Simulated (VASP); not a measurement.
Set up this calculation in VASP 6.6.1, as the native input.

* Task: single point
* Functional: PBE
* Potentials or basis: VASP PAW PBE potentials, release 64 (Mn_pv, O)
* Cutoff: 520 eV
* k mesh: 10 × 10 × 10
* Occupations: fermi-dirac, width 0.05 eV
* Spin: collinear spin, ferromagnetic start
* Starting moments: [2.8, 0.0] μB
* Hubbard terms: Mn d U = 3.5 eV
* Dipole correction: no
* Further INCAR settings: ALGO = Normal; EDIFF = 1e-07; NBANDS = 20

The structure of MnO lies in POSCAR:

```
MnO
1.0
    0.0000000000      2.2230000000      2.2230000000
    2.2230000000      0.0000000000      2.2230000000
    2.2230000000      2.2230000000      0.0000000000
Mn O
1 1
Direct
    0.0000000000      0.0000000000      0.0000000000
    0.5000000000      0.5000000000      0.5000000000
```

The input as run:

INCAR

```
SYSTEM = MnO
ALGO     = Normal         ! electronic algorithm
EDIFF    = 1E-7           ! SCF threshold, eV
ENCUT    = 520            ! plane-wave cutoff, eV
GGA      = PE             ! functional
ISIF     = 2              ! what is computed and relaxed
ISMEAR   = -1             ! smearing method
ISPIN    = 2              ! spin polarisation
LASPH    = .True.         ! aspherical terms in the spheres
LCHARG   = .False.        ! write CHGCAR
LDAU     = .True.         ! DFT+U
LDAUJ    = 0 0          
LDAUL    = 2 -1           ! shell
LDAUPRINT= 1            
LDAUTYPE = 2            
LDAUU    = 3.5 0          ! U, eV
LMAXMIX  = 4              ! l up to which the mixer works
LORBIT   = 11             ! projections on sites
LREAL    = .False.        ! projectors in reciprocal space
LWAVE    = .False.        ! write WAVECAR
MAGMOM   = 2.8 0          ! initial moments
NBANDS   = 20             ! bands
NELM     = 150            ! most SCF steps
PREC     = Accurate       ! precision mode
SIGMA    = 0.05           ! smearing width, eV
```

KPOINTS

```
k-points
0
Gamma
  10 10 10
  0 0 0
```

Potentials or basis: VASP PAW PBE potentials, release 64 (Mn_pv, O).

Run with:

```sh
$ cat potpaw_PBE.64/Mn_pv/POTCAR potpaw_PBE.64/O/POTCAR > POTCAR
$ mpirun -np 1 vasp_std > vasp.out
```

Results of the run:

```json
{
 "Pressure": "7.4 GPa",
 "Band gap on the k mesh": "0.12 eV (least direct gap 2.69 eV)",
 "Net moment": "5.00 μB per cell",
 "Site moments": "Mn +4.61; O +0.16 μB",
 "Valence electrons inside the program's atomic spheres": "Mn 11.35; O 5.01"
}
```

Caveat: the cell stands under pressure; the smearing spreads over this small gap; semilocal functionals underestimate gaps, and a narrow one can read as zero; a cell with one magnetic atom can't hold antiferromagnetic order, which such compounds often take.

Wall time 46 s on 1 thread of Intel Xeon 8259CL, with other jobs on the host, peak memory 0.16 GiB.
